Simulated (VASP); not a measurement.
Si3WC2: relaxation of cell and atoms with PBE

Crystal: Si3WC2.

```
CELL_PARAMETERS angstrom
5.65539 0.00000 0.00000
-2.82769 4.89771 0.00000
0.00000 0.00000 3.09026
ATOMIC_POSITIONS crystal
Si 0.00000 0.50000 0.50000
Si 0.50000 0.00000 0.50000
Si 0.50000 0.50000 0.50000
W 0.00000 0.00000 0.00000
C 0.66667 0.33333 0.00000
C 0.33333 0.66667 0.00000
```

The cell was generated, and may not be a known phase.

```yaml
Program: VASP 6.6.1
Task: relaxation of cell and atoms
Functional: PBE
Potentials_or_basis: VASP PAW PBE potentials, release 64 (Si, W_sv, C)
Cutoff: 600 eV
k_mesh: 6 × 6 × 6
Occupations: gaussian, width 0.1 eV
Spin: no spin polarisation
Dipole_correction: no
Further_INCAR_settings: ALGO = Normal; EDIFF = 1e-06; IBRION = 2; EDIFFG = -0.04; NSW = 90; ISIF = 3
```

| Property | Result |
| --- | --- |
| Relaxed volume | 10.94 Å³/atom |
| Relaxed cell | a = 5.296 Å, b = 5.296 Å, c = 2.701 Å, α = 90.00°, β = 90.00°, γ = 120.00° |
| Space group after relaxing (to 0.1 Å) | P6/mmm (No. 191) |
| Energy gained by relaxing | 432.5 meV/atom |
| Ionic steps | 6 |
| Pressure after relaxing | 0.1 GPa |
| Band gap on the k mesh | zero (bands 17 and 18 overlap by 2.21 eV) |

Stress tensor (GPa, compression positive):
```
0.08 0.00 0.00
0.00 0.08 0.00
0.00 0.00 0.17
```

Step by step:
```tsv
step	energy change (eV)	largest force (eV/Å)	pressure (GPa)	volume (Å³)
1	0.0000	0.0000	-28.10	85.60
2	-1.6500	0.0000	34.18	57.94
3	-2.5919	0.0000	-1.40	66.21
4	-2.5929	0.0000	-0.34	65.85
5	-2.5949	0.0000	0.31	65.53
6	-2.5952	0.0000	0.11	65.63
```

Final structure:
```cif
data_structure
_symmetry_space_group_name_H-M 'P 1'
_symmetry_Int_Tables_number 1
_cell_length_a 5.2963
_cell_length_b 5.2963
_cell_length_c 2.7014
_cell_angle_alpha 90.000
_cell_angle_beta 90.000
_cell_angle_gamma 120.000
_cell_volume 65.63
loop_
_atom_site_label
_atom_site_type_symbol
_atom_site_fract_x
_atom_site_fract_y
_atom_site_fract_z
_atom_site_occupancy
Si1 Si 0.00000 0.50000 0.50000 1
Si2 Si 0.50000 0.00000 0.50000 1
Si3 Si 0.50000 0.50000 0.50000 1
W1 W 0.00000 0.00000 0.00000 1
C1 C 0.66667 0.33333 0.00000 1
C2 C 0.33333 0.66667 0.00000 1
```

Levels at points of the mesh, in eV from the Fermi level:
```csv
k point,band 15,band 16,band 17,band 18,band 19,band 20
"(0.00, 0.00, 0.00)",0.19,0.19,0.74,0.74,2.24,2.24
"(0.50, 0.00, 0.00)",-1.35,-0.48,-0.33,0.34,2.15,2.53
"(0.00, 0.00, 0.50)",-2.96,-2.96,0.14,0.28,1.25,1.25
"(0.50, 0.00, 0.50)",-2.80,-0.51,-0.47,0.86,0.99,1.34
```

Run time: 7.6 min on 1 thread of Intel Xeon 8259CL, on a shared host, peak memory 0.29 GiB.

Caveat: the volume moved by over 15 % at a fixed basis, so the end points are rough; spin-orbit coupling is left out, which moves the levels of the heavy elements.
